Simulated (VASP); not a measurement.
# AlGa3P4 (P-4m2) in VASP: notebook, part 2 of 2

VASP 6.6.1. The steps go on from the part before.

## Step 3: Single point, PBE

This run uses another cell than the first one, of 20.90 Å³/atom, 1.104 times its volume.

The input, INCAR:

```
  PREC = Accurate
  ENCUT = 520
  EDIFF = 1E-6
  ISMEAR = 0
  SIGMA = 0.1
  LREAL = F
  LASPH = T
  NELM = 80
  ALGO = Normal
  ISIF = 2
  LWAVE = F
  LCHARG = T
  GGA = PE
  LELF = T
  LVHAR = T
  NBANDS = 41
```

The input, KPOINTS:

```
Automatic mesh
0
Gamma
  4 4 2
```

The input, POSCAR:

```
AlGa3P4
1.0
    3.9129481174      0.0000000000      0.0000000000
    0.0000000000      3.9129481174      0.0000000000
    0.0000000000      0.0000000000     10.9207787632
Al Ga P
1 3 4
Direct
    0.5000000000      0.5000000000      0.5000000000
    0.0000000000      0.0000000000      0.7499924976
    0.5000000000      0.5000000000      0.0000000000
    0.0000000000      0.0000000000      0.2500075024
    0.5000000000      0.0000000000      0.8750536554
    0.0000000000      0.5000000000      0.1249463446
    0.5000000000      0.0000000000      0.3757108363
    0.0000000000      0.5000000000      0.6242891637
```

Potentials or basis: VASP PAW PBE potentials, release 64 (Al, Ga_d, P).

Run with:

```bash
> cat potpaw_PBE.64/Al/POTCAR potpaw_PBE.64/Ga_d/POTCAR potpaw_PBE.64/P/POTCAR > POTCAR
> mpirun -np 1 vasp_std > vasp.out
```

OUTCAR:

```text
PREC = Accurate
   ENCUT = 520
   EDIFF = 1E-6
   ISMEAR = 0
   LREAL = F
   LASPH = T
   NELM = 80
   ISIF = 2
   GGA = PE

 ion  position               nearest neighbor table
   1  0.500  0.500  0.500-   7 2.38   8 2.38   7 2.38   8 2.38
   2  0.000  0.000  0.750-   5 2.39   5 2.39   8 2.39   8 2.39
   3  0.500  0.500  0.000-   5 2.39   6 2.39   5 2.39   6 2.39
   4  0.000  0.000  0.250-   6 2.39   6 2.39   7 2.39   7 2.39
   5  0.500  0.000  0.875-   3 2.39   3 2.39   2 2.39   2 2.39
   6  0.000  0.500  0.125-   3 2.39   3 2.39   4 2.39   4 2.39
   7  0.500  0.000  0.376-   1 2.38   1 2.38   4 2.39   4 2.39
[... 727 lines left out ...]
  Total       -0.0304347     -0.0304347      0.0177999      0.0000000      0.0000000      0.0000000
  in kB       -0.2916199     -0.2916199      0.1705562      0.0000000      0.0000000      0.0000000
  external PRESSURE =      -0.1375612 kB  Pullay stress =       0.0000000 kB

 VOLUME and BASIS-vectors are now :
 -----------------------------------------------------------------------------
  energy-cutoff  :      520.00
  volume of cell :      167.21
      direct lattice vectors                 reciprocal lattice vectors
     3.912948117  0.000000000  0.000000000     0.255561784  0.000000000  0.000000000
     0.000000000  3.912948117  0.000000000     0.000000000  0.255561784  0.000000000
     0.000000000  0.000000000 10.920778763     0.000000000  0.000000000  0.091568561

 POSITION                                       TOTAL-FORCE (eV/Angst)
 -----------------------------------------------------------------------------------
      1.95647      1.95647      5.46039         0.000000      0.000000      0.000000
      0.00000      0.00000      8.19050         0.000000      0.000000     -0.001586
      1.95647      1.95647      0.00000         0.000000     -0.000000      0.000000
      0.00000      0.00000      2.73028        -0.000000      0.000000      0.001586
      1.95647      0.00000      9.55627         0.000000      0.000000     -0.000153
      0.00000      1.95647      1.36451         0.000000      0.000000      0.000153
      1.95647      0.00000      4.10305         0.000000      0.000000      0.008724
      0.00000      1.95647      6.81772         0.000000      0.000000     -0.008724
 -----------------------------------------------------------------------------------
    total drift:                                0.000000      0.000000      0.000000

  FREE ENERGIE OF THE ION-ELECTRON SYSTEM (eV)
  ---------------------------------------------------
  free  energy   TOTEN  =       -37.5779706592 eV

  energy  without entropy=      -37.5779706592  energy(sigma->0) =      -37.57797066
```

OSZICAR:

```text
N       E                     dE             d eps       ncg     rms          rms(c)
DAV:   1     0.510214983287E+03    0.51021E+03   -0.27390E+04  1072   0.199E+03
DAV:   2     0.408265931260E+02   -0.46939E+03   -0.44395E+03  1056   0.548E+02
DAV:   3    -0.342396539398E+02   -0.75066E+02   -0.73026E+02  1173   0.155E+02
DAV:   4    -0.386138860769E+02   -0.43742E+01   -0.43491E+01  1242   0.388E+01
DAV:   5    -0.387507025700E+02   -0.13682E+00   -0.13671E+00  1345   0.636E+00    0.847E+00
DAV:   6    -0.376752864825E+02    0.10754E+01   -0.19733E+00  1412   0.142E+01    0.522E+00
DAV:   7    -0.375795362673E+02    0.95750E-01   -0.11130E+00  1221   0.427E+00    0.203E+00
DAV:   8    -0.375769056868E+02    0.26306E-02   -0.16377E-01  1278   0.417E+00    0.372E-01
DAV:   9    -0.375771374827E+02   -0.23180E-03   -0.17269E-02  1371   0.187E+00    0.121E-01
DAV:  10    -0.375776196609E+02   -0.48218E-03   -0.27067E-03  1337   0.611E-01    0.652E-02
DAV:  11    -0.375779284450E+02   -0.30878E-03   -0.54781E-04  1260   0.270E-01    0.210E-02
DAV:  12    -0.375779619183E+02   -0.33473E-04   -0.10669E-04  1246   0.125E-01    0.165E-02
DAV:  13    -0.375779689282E+02   -0.70099E-05   -0.21022E-05  1254   0.492E-02    0.711E-03
DAV:  14    -0.375779702858E+02   -0.13576E-05   -0.61988E-06  1141   0.407E-02    0.343E-03
DAV:  15    -0.375779706592E+02   -0.37344E-06   -0.14731E-06   821   0.902E-03
   1 F= -.37577971E+02 E0= -.37577971E+02  d E =-.689872E-12
```

stdout:

```text
POSCAR found type information on POSCAR AlGaP
 POSCAR found :  3 types and       8 ions
 scaLAPACK will be used
 LDA part: xc-table for (Slater+PW92), standard interpolation
 POSCAR, INCAR and KPOINTS ok, starting setup
 FFT: planning ... GRIDC
 FFT: planning ... GRID_SOFT
 FFT: planning ... GRID
 WAVECAR not read
 entering main loop
```

It took 75 s on 1 thread of AMD EPYC 7R43 (Zen 3), shared host; peak memory 0.25 GiB.

What came out:

- Free energy: -37.5780 eV
- Pressure: 0.0 GPa
- Largest force: 0.009 eV/Å
- Band gap on the k mesh: 1.57 eV, indirect (least direct gap 1.62 eV)

Forces in eV/Å, atoms in the order of the input:
```
Al   0.000  0.000  0.000
Ga   0.000  0.000 -0.002
Ga   0.000  0.000  0.000
Ga   0.000  0.000  0.002
P    0.000  0.000  0.000
P    0.000  0.000  0.000
P    0.000  0.000  0.009
P    0.000  0.000 -0.009
```

## Step 4: Single point, PBE

This run uses another cell than the first one, of 20.88 Å³/atom, 1.103 times its volume.

The input, INCAR:

```
SYSTEM = AlGa3P4
PREC = Accurate
ENCUT = 520
EDIFF = 1E-6
ISMEAR = 0
SIGMA = 0.1
LREAL = .FALSE.
LASPH = .TRUE.
NELM = 80
ALGO = Normal
ISIF = 2
LWAVE = .FALSE.
LCHARG = .FALSE.
GGA = PE
NBANDS = 41
```

The input, KPOINTS:

```
Automatic mesh
0
G
  4 4 2
  0 0 0
```

The input, POSCAR:

```
AlGa3P4
1.0
    3.8955583856      0.0000000000      0.0000000000
    0.0000000000      3.8955583856      0.0000000000
    0.0000000000      0.0000000000     11.0071308344
Al Ga P
1 3 4
Direct
    0.5000000000      0.5000000000      0.5000000000
    1.0000000000      0.0000000000      0.7500252348
    0.5000000000      0.5000000000      1.0000000000
    0.0000000000      0.0000000000      0.2499747652
    0.5000000000      0.0000000000      0.8750502489
    0.0000000000      0.5000000000      0.1249497511
    0.5000000000      0.0000000000      0.3755611020
    1.0000000000      0.5000000000      0.6244388980
```

Run with:

```bash
> cat potpaw_PBE.64/Al/POTCAR potpaw_PBE.64/Ga_d/POTCAR potpaw_PBE.64/P/POTCAR > POTCAR
> mpirun -np 1 vasp_std > vasp.out
```

Wall time 74 s (1 thread of AMD EPYC 7R43 (Zen 3), shared host); peak memory 0.25 GiB.

It converged, with:

```yaml
Free_energy: -37.5746 eV
Pressure: 0.1 GPa
Largest_force: 0.018 eV/Å
Band_gap_on_the_k_mesh: 1.61 eV, indirect (least direct gap 1.68 eV)
```

Forces in eV/Å, atoms in the order of the input:
```
Al   0.000  0.000  0.000
Ga   0.000  0.000  0.004
Ga   0.000  0.000  0.000
Ga   0.000  0.000 -0.004
P    0.000  0.000  0.001
P    0.000  0.000 -0.001
P    0.000  0.000  0.018
P    0.000  0.000 -0.018
```

Stress tensor (GPa, compression positive):
```
 0.35  0.00  0.00
 0.00  0.35  0.00
 0.00  0.00 -0.47
```

Levels at points of the mesh, in eV from the valence-band top:
| k point | band 27 | band 28 | band 29 | band 30 | band 31 | band 32 | band 33 | band 34 | band 35 | band 36 |
| --- | --- | --- | --- | --- | --- | --- | --- | --- | --- | --- |
| (0.00, 0.00, 0.00) | -1.47 | -1.47 | -0.02 | 0.00 | 0.00 | 1.68 | 1.73 | 2.05 | 2.27 | 2.59 |
| (0.50, 0.00, 0.00) | -1.06 | -1.02 | -1.00 | -0.97 | -0.97 | 1.61 | 2.04 | 3.21 | 3.37 | 4.62 |
| (0.50, 0.50, 0.00) | -3.15 | -2.45 | -2.45 | -2.45 | -2.44 | 1.67 | 1.67 | 1.74 | 2.22 | 4.60 |
| (0.00, 0.00, 0.50) | -1.27 | -0.67 | -0.67 | -0.49 | -0.49 | 1.65 | 1.85 | 2.55 | 2.56 | 2.92 |
| (0.50, 0.00, 0.50) | -1.95 | -1.12 | -1.03 | -1.01 | -1.01 | 2.56 | 2.64 | 2.67 | 3.23 | 4.52 |
| (0.50, 0.50, 0.50) | -2.88 | -2.87 | -2.87 | -2.81 | -2.81 | 2.60 | 2.60 | 2.73 | 2.91 | 2.91 |

## Step 5: Summary

| cell | gap on the mesh (eV) | pressure (GPa) | largest force (eV/Å) |
| --- | --- | --- | --- |
| a = 3.769, b = 3.769, c = 10.660 Å, 8 atoms | 1.45 | 9.6 | 0.07 |
| a = 3.913, b = 3.913, c = 10.921 Å, 8 atoms | 1.57 | 0.0 | 0.01 |
| a = 3.896, b = 3.896, c = 11.007 Å, 8 atoms | 1.61 | 0.1 | 0.02 |

Alike in all rows: task single point; level PBE; potentials or basis VASP PAW PBE potentials, release 64 (Al, Ga_d, P); no spin polarisation; k mesh 4 × 4 × 2; cutoff (eV) 520; smearing gaussian 0.1 eV.

Total energies depend on the potentials used, so only differences within one code and one set of settings carry meaning.
